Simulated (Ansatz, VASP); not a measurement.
# Ta in VASP and in Ansatz

POSCAR

```
Ta
1.0
   -1.6533592789      1.6533592789      1.6533592789
    1.6533592789     -1.6533592789      1.6533592789
    1.6533592789      1.6533592789     -1.6533592789
Ta
1
Direct
    0.0000000000      0.0000000000      0.0000000000
```

The input INCAR.step1:

```
ALGO = Normal
EDIFF = 1E-4
ENCUT = 520
GGA = PE
ISMEAR = -1
LASPH = True
LCHARG = False
LREAL = False
LWAVE = True
NBANDS = 12
NELM = 60
PREC = Accurate
SIGMA = 0.6
```

File INCAR.step2:

```
ALGO = Normal
EDIFF = 1E-6
ENCUT = 520
ISIF = 2
ISMEAR = -1
ISTART = 1
LASPH = True
LCHARG = False
LMIXTAU = True
LREAL = False
LWAVE = False
METAGGA = R2SCAN
NBANDS = 12
NELM = 60
PREC = Accurate
SIGMA = 0.6
```

Contents of KPOINTS:

```
k-points
0
Gamma
  13 13 13
```

Input for Ansatz:

```yaml
crystal:
  lattice:
    - [-1.6533592789, 1.6533592789, 1.6533592789]
    - [1.6533592789, -1.6533592789, 1.6533592789]
    - [1.6533592789, 1.6533592789, -1.6533592789]
  atoms:
    - { symbol: Ta, position: [0.0, 0.0, 0.0] }
hamiltonian:
  xc: r2scan
  pseudopotentials:
    kind: paw
    azcp:
      Ta: "pseudopotentials/Ta.paw.azcp"
basis:
  ecutwfc: 500
  fft_grid_basis: typed
kpoints:
  mp_grid: { grid: [13, 13, 13], shift: [0, 0, 0] }
magnetization:
  spin_polarized: false
scf:
  occupations: { method: fermi_dirac, width: 0.6 }
  lower_state_search: "off"
output:
  stress: true
```

Alike in both runs: task single point; functional r2SCAN; k mesh 13 × 13 × 13; occupations fermi-dirac, width 0.6 eV; no spin polarisation.

|  | VASP | Ansatz |
| --- | --- | --- |
| version | VASP 6.6.1 | Ansatz 0.2.0 |
| potentials or method | VASP PAW PBE potentials, release 64 (Ta_pv), cutoff 520 eV | plane waves (500 eV) with PAW, scalar-relativistic |
| valence electrons in the cell | 11 | 13 |

```tsv
	VASP	Ansatz	Ansatz less VASP
pressure (GPa)	5.3	4.7	-0.67
```

VASP's potentials were made for PBE, not for r2SCAN. The functional is the same, so the differences come from potentials, cutoffs and numerics. VASP's potentials hold 11 valence electrons a cell and Ansatz's 13, so a difference there can come from the potentials and not from the codes.

Neither program's run includes spin-orbit coupling.
